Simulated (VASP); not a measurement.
# V (I4_1/amd) in VASP: relaxation of cell and atoms with PBE

Aim: the relaxation of cell and atoms of V with PBE.

Program: VASP 6.6.1. These are calculated values, not measurements. Logs are shortened: lines on timing, memory, paths and dates and some standing lists are left out, and cuts for length are marked.

**1. The cell of the first run**

Symmetry: I4_1/amd, No. 141, tetragonal system. Conventional cell: a = 3.923 Å, b = 3.923 Å, c = 2.158 Å, α = 90.00°, β = 90.00°, γ = 90.00°. Within 2.7 Å of V (site symmetry -4m2) lie 10 V at 2.03 to 2.54 Å.

**2. Relaxation of cell and atoms, PBE, target pressure 220 GPa, at which the enthalpy is minimised**

The input, INCAR:

```
  ALGO = Normal
  EDIFF = 1E-6
  EDIFFG = -0.005
  ENCUT = 600
  GGA = PE
  IBRION = 2
  ISIF = 3
  ISMEAR = -1
  LASPH = T
  LCHARG = F
  LREAL = F
  LWAVE = F
  NELM = 80
  NSW = 60
  PREC = Accurate
  PSTRESS = 2200.0
  SIGMA = 0.05
```

The input, KPOINTS:

```
k-points
0
Gamma
  20 20 20
```

The input, POSCAR:

```
V
1.0
   -1.9613917089      1.9613917089      1.0787654399
    1.9613917089     -1.9613917089      1.0787654399
    1.9613917089      1.9613917089     -1.0787654399
V
2
Direct
   -0.3750000000     -0.1250000000     -0.2500000000
    0.3750000000      0.1250000000      0.2500000000
```

Potentials or basis: VASP PAW PBE potentials, release 64 (V_sv).

Started as:

```console
cat potpaw_PBE.64/V_sv/POTCAR > POTCAR
mpirun -np 1 vasp_std > vasp.out
```

OUTCAR:

```text
EDIFF = 1E-6
   EDIFFG = -0.005
   ENCUT = 600
   GGA = PE
   IBRION = 2
   ISIF = 3
   ISMEAR = -1
   LASPH = T
   LREAL = F
   NELM = 80
   NSW = 60
   PREC = Accurate
   PSTRESS = 2200.0

 ion  position               nearest neighbor table
   1  0.625  0.875  0.750-   2 2.03   2 2.03   2 2.03   2 2.03   2 2.54   2 2.54   2 2.54   2 2.54

   2  0.375  0.125  0.250-   1 2.03   1 2.03   1 2.03   1 2.03   1 2.54   1 2.54   1 2.54   1 2.54

  LATTYP: Found a body centered tetragonal cell.
 ALAT       =     3.9227834178
 C/A-ratio  =     0.5500000000

  Lattice vectors:

 A1 = (  -1.9613917089,   1.9613917089,   1.0787654399)
 A2 = (   1.9613917089,  -1.9613917089,   1.0787654399)
 A3 = (   1.9613917089,   1.9613917089,  -1.0787654399)

Analysis of symmetry for initial positions (statically):
=====================================================================
 Subroutine PRICEL returns:
 Original cell was already a primitive cell.

 Routine SETGRP: Setting up the symmetry group for a
 body centered tetragonal supercell.

 Subroutine GETGRP returns: Found 16 space group operations
 (whereof  4 operations were pure point group operations)
 out of a pool of 16 trial point group operations.

The static configuration has the point symmetry C_2h.
 The point group associated with its full space group is D_4h.

Analysis of symmetry for dynamics (positions and initial velocities):
=====================================================================
 Subroutine PRICEL returns:
 Original cell was already a primitive cell.

 Routine SETGRP: Setting up the symmetry group for a
 body centered tetragonal supercell.

 Subroutine GETGRP returns: Found 16 space group operations
 (whereof  4 operations were pure point group operations)
 out of a pool of 16 trial point group operations.

The dynamic configuration has the point symmetry C_2h.
 The point group associated with its full space group is D_4h.

 Subroutine INISYM returns: Found 16 space group operations
 (whereof  4 operations are pure point group operations),
 and found     1 'primitive' translations

----------------------------------------------------------------------------------------

                                     Primitive cell

  volume of cell :      16.6003

  direct lattice vectors                    reciprocal lattice vectors
    -1.961391709  1.961391709  1.078765440     0.000000000  0.254921033  0.463492787
     1.961391709 -1.961391709  1.078765440     0.254921033  0.000000000  0.463492787
     1.961391709  1.961391709 -1.078765440     0.254921033  0.254921033  0.000000000

  length of vectors
     2.976213995  2.976213995  2.976213995     0.528970979  0.528970979  0.360512782

  position of ions in fractional coordinates (direct lattice)
     0.625000000  0.875000000  0.750000000
     0.375000000  0.125000000  0.250000000

  ion indices of the primitive-cell ions
   primitive index   ion index
                 1           1
                 2           2

----------------------------------------------------------------------------------------

 KPOINTS: k-points

Automatic generation of k-mesh.
 Grid dimensions read from file:
 generate k-points for:   20   20   20

 Generating k-lattice:

  Cartesian coordinates                     Fractional coordinates (reciprocal lattice)
     0.000000000  0.012746052  0.023174639     0.050000000  0.000000000  0.000000000
     0.012746052  0.000000000  0.023174639     0.000000000  0.050000000  0.000000000
     0.012746052  0.012746052  0.000000000     0.000000000  0.000000000  0.050000000

  Length of vectors
     0.026448549  0.026448549  0.018025639

  Shift w.r.t. Gamma in fractional coordinates (k-lattice)
     0.000000000  0.000000000  0.000000000

 Subroutine IBZKPT returns following result:
 ===========================================

 Found    641 irreducible k-points:

 Following reciprocal coordinates:
            Coordinates               Weight
  0.000000  0.000000  0.000000      1.000000
  0.050000  0.000000  0.000000      8.000000
  0.100000  0.000000 -0.000000      8.000000
  0.150000  0.000000  0.000000      8.000000
  0.200000  0.000000 -0.000000      8.000000
  0.250000  0.000000  0.000000      8.000000
[... 16 lines left out ...]
 -0.400000  0.050000  0.000000     16.000000
 -0.350000  0.050000 -0.000000     16.000000
 [... further k-points ...]
   k-points           NKPTS =    641   k-points in BZ     NKDIM =    641   number of bands    NBANDS=     17
   number of dos      NEDOS =    301   number of ions     NIONS =      2
   total plane-waves  NPLWV =  13824
   dimension x,y,z NGX =    24 NGY =   24 NGZ =   24
   dimension x,y,z NGXF=    48 NGYF=   48 NGZF=   48
   ions per type =               2
   NGX,Y,Z   is equivalent  to a cutoff of  13.41, 13.41, 13.41 a.u.
   NGXF,Y,Z  is equivalent  to a cutoff of  26.81, 26.81, 26.81 a.u.
 SYSTEM =  unknown system
   PREC   = accura    normal or accurate (medium, high low for compatibility)
   ISTART =      0    job   : 0-new  1-cont  2-samecut
   ICHARG =      2    charge: 1-file 2-atom 10-const
   ISPIN  =      1    spin polarized calculation?
   LNONCOLLINEAR =      F non collinear calculations
   LSORBIT =      F    spin-orbit coupling
   LASPH  =      T    aspherical Exc in radial PAW
   ENCUT  =  600.0 eV  44.10 Ry    6.64 a.u.   5.94  5.94  5.94*2*pi/ulx,y,z
   NELM   =     80;   NELMIN=  2; NELMDL= -5     # of ELM steps
   EDIFF  = 0.1E-05   stopping-criterion for ELM
   LREAL  =      F    real-space projection
   EDIFFG = -.5E-02   stopping-criterion for IOM
   NSW    =     60    number of steps for IOM
   IBRION =      2    ionic relax: 0-MD 1-quasi-New 2-CG
   NFREE  =      1    steps in history (QN), initial steepest desc. (CG)
   ISIF   =      3    stress and relaxation
   ISYM   =      2    0-nonsym 1-usesym 2-fastsym
   POTIM  = 0.5000    time-step for ionic-motion
   TEBEG  =    0.0;   TEEND  =   0.0 temperature during run
   PSTRESS= 2200.0 pullay stress
   NELECT =      26.0000    total number of electrons
   NUPDOWN=      -1.0000    fix difference up-down
   EMIN   =  10.00;   EMAX   =-10.00  energy-range for DOS
   EFERMI =   0.00;   METHOD = LEGACY
   ISMEAR =    -1;   SIGMA  =   0.05  broadening in eV -4-tet -1-fermi 0-gaus
   EFERMI_NEDOS =   21; number of points for ismear=-14 and -15
   IALGO  =     38    algorithm
   IMIX   =      4    mixing-type and parameters
     AMIX     =   0.40;   BMIX     =  1.00
     AMIX_MAG =   1.60;   BMIX_MAG =  1.00
  volume/ion in A,a.u.               =       8.30        56.01
  Fermi-wavevector in a.u.,A,eV,Ry     =   1.901198  3.592744 49.178999  3.614554
  Thomas-Fermi vector in A             =   2.940137
   LORBIT       =      0    0 simple, 1 ext, 2 COOP (PROOUT), +10 PAW based schemes
   GGA     = PE    functional components
   LHFCALC =     F    Hartree Fock is set to
   AEXX    =    0.0000 exact exchange contribution
   IVDW    =     0    specifies the selected vdW correction
   LEPSILON=     F    determine dielectric tensor
   LRPA    =     F    only Hartree local field effects (RPA)
 conjugate gradient relaxation of ions
 non-spin polarized calculation
  energy-cutoff  :      600.00
  volume of cell :       16.60
 maximum number of plane-waves:       568
   NGX = 11   NGY = 11   NGZ = 11

--------------------------------------- Ionic step        1  -------------------------------------------

 number of electron      26.0000015 magnetization

 Free energy of the ion-electron system (eV)
  ---------------------------------------------------
  ext. energy  EPLUGINS =         0.00000000
  ---------------------------------------------------
  free energy    TOTEN  =       -11.81410972 eV

  energy without entropy =      -11.80317139  energy(sigma->0) =      -11.80864056

------------------------ aborting loop because EDIFF is reached ----------------------------------------

  FORCE on cell =-STRESS in cart. coord.  units (eV):
  Direction    XX          YY          ZZ          XY          YZ          ZX
  --------------------------------------------------------------------------------------
  -------------------------------------------------------------------------------------
  Total       22.4736580     22.4736580     24.7796331     -0.0000000      0.0000000      0.0000000
  in kB     2169.0455036   2169.0455036   2391.6067360     -0.0000000      0.0000000      0.0000000
  external PRESSURE =      43.2325810 kB  Pullay stress =    2200.0000000 kB
[... 93 lines left out ...]
  FREE ENERGIE OF THE ION-ELECTRON SYSTEM (eV)
  ---------------------------------------------------
  free  energy   TOTEN  =       -12.1683450417 eV

  energy  without entropy=      -12.1587597093  energy(sigma->0) =      -12.16355238

  enthalpy is  TOTEN    =        10.9582580021 eV   P V=       23.1266030437

[... ionic steps 4 to 14 ...]

--------------------------------------- Ionic step       15  -------------------------------------------

 number of electron      26.0000002 magnetization

------------------------ aborting loop because EDIFF is reached ----------------------------------------

  FORCE on cell =-STRESS in cart. coord.  units (eV):
  Direction    XX          YY          ZZ          XY          YZ          ZX
  --------------------------------------------------------------------------------------
  -------------------------------------------------------------------------------------
  Total       22.8854436     22.8854436     22.8698100      0.0000000      0.0000000      0.0000000
  in kB     2197.2597377   2197.2597377   2195.7587347      0.0000000      0.0000000      0.0000000
  external PRESSURE =      -3.2405966 kB  Pullay stress =    2200.0000000 kB
[... 61 lines left out ...]
  enthalpy is  TOTEN    =        10.9521704429 eV   P V=       22.9105571887

--------------------------------------- Ionic step       17  -------------------------------------------

 number of electron      26.0000001 magnetization

 Free energy of the ion-electron system (eV)
  ---------------------------------------------------
  ext. energy  EPLUGINS =         0.00000000
  ---------------------------------------------------
  free energy    TOTEN  =       -11.96068682 eV

  energy without entropy =      -11.95184397  energy(sigma->0) =      -11.95626539

 E-fermi :  17.7495     XC(G=0): -15.6614

 val. band max:       17.7456087366   @ k =  -0.2000  -0.4000   0.0500
 cond. band min:      17.7554315793   @ k =  -0.1500   0.3500   0.0500
 fundamental gap:      0.0098228427
 Fermi energy:        17.7494760678

 k-point     1 :       0.0000    0.0000    0.0000
  band No.  band energies     occupation
      1     -47.2706      2.00000
      2     -45.0075      2.00000
      3     -21.8272      2.00000
      4     -21.8272      2.00000
      5     -18.7492      2.00000
      6     -18.6986      2.00000
[... 9 lines left out ...]
     16      20.1433      0.00000
     17      20.1433      0.00000
[... 443 lines left out ...]
      1     -46.5260      2.00000
      2     -45.1581      2.00000
      3     -21.7422      2.00000
      4     -21.1756      2.00000
      5     -20.6253      2.00000
      6     -19.8267      2.00000
[... 9 lines left out ...]
     16      20.4681      0.00000
     17      21.5497      0.00000

 [... further k-points ...]
[... 5 lines left out ...]
  --------------------------------------------------------------------------------------
  -------------------------------------------------------------------------------------
  Total       22.9196599     22.9196599     22.9062652      0.0000000     -0.0000000     -0.0000000
  in kB     2200.6532386   2200.6532386   2199.3671333      0.0000000     -0.0000000     -0.0000000
  external PRESSURE =       0.2245368 kB  Pullay stress =    2200.0000000 kB
[... 17 lines left out ...]
  FREE ENERGIE OF THE ION-ELECTRON SYSTEM (eV)
  ---------------------------------------------------
  free  energy   TOTEN  =       -11.9606868194 eV

  energy  without entropy=      -11.9518439686  energy(sigma->0) =      -11.95626539

  enthalpy is  TOTEN    =        10.9521696185 eV   P V=       22.9128564379

 reached required accuracy - stopping structural energy minimisation
```

Run time: 31 min. Hardware: 1 thread of Oxide Virtual Turin-like, shared host; peak memory 0.28 GiB.

Results:

```yaml
Free_energy: -11.9607 eV
Relaxed_volume: 8.34 Å³/atom
Relaxed_cell: a = 2.961 Å, b = 2.961 Å, c = 2.961 Å, α = 98.02°, β = 98.02°, γ = 136.14°
Space_group_after_relaxing_to_0.05_Å: I4_1/amd (No. 141)
Energy_change_on_relaxing_the_enthalpy_is_what_falls: -73.3 meV/atom
Ionic_steps: 17
Pressure_after_relaxing: 220.0 GPa
Band_gap_on_the_k_mesh: zero (band 13 reaches 19.29 eV, above the bottom of band 14 at 16.85 eV)
```

The path:
```tsv
step	energy change (eV)	largest force (eV/Å)	pressure (GPa)	volume (Å³)
1	0.0000	0.0000	224.32	16.60
2	-0.7134	0.0000	198.90	17.13
3	-0.3542	0.0000	211.89	16.84
4	0.5735	0.0000	248.11	16.22
5	-0.1706	0.0000	219.18	16.70
6	-0.1639	0.0000	219.28	16.70
7	-0.1581	0.0000	219.52	16.69
8	-0.1176	0.0000	221.13	16.67
9	-0.1425	0.0000	220.19	16.68
10	-0.1420	0.0000	220.19	16.68
11	-0.1298	0.0000	220.66	16.67
12	-0.1410	0.0000	220.24	16.68
13	-0.1415	0.0000	220.26	16.68
14	-0.1712	0.0000	219.16	16.70
15	-0.1477	0.0000	219.68	16.69
16	-0.1443	0.0000	220.14	16.68
17	-0.1466	0.0000	220.02	16.69
```

Final structure:
```
CELL_PARAMETERS angstrom
-1.94221 1.94221 1.10590
1.94221 -1.94221 1.10590
1.94221 1.94221 -1.10590
ATOMIC_POSITIONS crystal
V 0.62500 0.87500 0.75000
V 0.37500 0.12500 0.25000
```

Caveat: the cell is relaxed towards a set pressure, so the enthalpy falls and the energy may rise.
